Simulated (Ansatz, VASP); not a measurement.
# Two plane-wave programs on NaI

The input POSCAR:

```
NaI
1.0
    0.0000000000      3.4165613001      2.9040771051
    3.4165613001      0.0000000000      2.9040771051
    3.4165613001      3.4165613001      0.0000000000
Na I
1 1
Direct
    0.0000000000      0.0000000000      0.0000000000
    0.5000000000      0.5000000000      0.5000000000
```

The input INCAR.step1:

```
SYSTEM = NaI
PREC = Accurate
ENCUT = 520
ISMEAR = 0
SIGMA = 0.05
LREAL = .FALSE.
LASPH = .TRUE.
NELM = 80
NBANDS = 14
GGA = PE
ALGO = Normal
EDIFF = 1E-4
LWAVE = .TRUE.
LCHARG = .FALSE.
```

The input INCAR.step2:

```
SYSTEM = NaI
PREC = Accurate
ENCUT = 520
EDIFF = 1E-6
ISMEAR = 0
SIGMA = 0.05
LREAL = .FALSE.
LASPH = .TRUE.
NELM = 80
ALGO = Normal
ISIF = 2
LWAVE = .FALSE.
LCHARG = .FALSE.
METAGGA = R2SCAN
LMIXTAU = .TRUE.
NBANDS = 14
ISTART = 1
```

File KPOINTS:

```
regular mesh
0
G
  8 8 8
  0 0 0
```

Input for Ansatz:

```yaml
crystal:
  lattice:
    - [0.0, 3.4165613001, 2.9040771051]
    - [3.4165613001, 0.0, 2.9040771051]
    - [3.4165613001, 3.4165613001, 0.0]
  atoms:
    - { symbol: Na, position: [0.0, 0.0, 0.0] }
    - { symbol: I, position: [0.5, 0.5, 0.5] }
basis:
  ecutwfc: 500
kpoints:
  mp_grid: { grid: [8, 8, 8] }
hamiltonian:
  xc: r2scan
scf:
  occupations: { method: gaussian, width: 0.05 }
output:
  forces: true
  stress: true
  eigenvalues: true
```

Alike in both runs: task single point; functional r2SCAN; k mesh 8 × 8 × 8; occupations gaussian, width 0.05 eV; no spin polarisation.

|  | VASP | Ansatz |
| --- | --- | --- |
| version | VASP 6.6.1 | Ansatz 0.2.0 |
| potentials or method | VASP PAW PBE potentials, release 64 (Na_pv, I), cutoff 520 eV | scalar-relativistic, plane waves, PAW |
| valence electrons in the cell | 14 | 26 |

|  | VASP | Ansatz | Ansatz less VASP |
| --- | --- | --- | --- |
| gap on the k mesh at the Fermi level (eV) | 4.39 | 4.39 | -0.001 |
| least direct gap on the mesh (eV) | 4.39 | 4.39 | -0.001 |
| pressure (GPa) | 1.1 | 1.2 | +0.07 |
| traceless stress, the component that is largest in VASP (GPa) | 4.17 | 4.18 | +0.015 |

VASP's potentials were made for PBE, not for r2SCAN. The functional is the same, so the differences come from potentials, cutoffs and numerics. VASP's potentials hold 14 valence electrons a cell and Ansatz's 26, so a difference there can come from the potentials and not from the codes.

Neither program's run includes spin-orbit coupling.
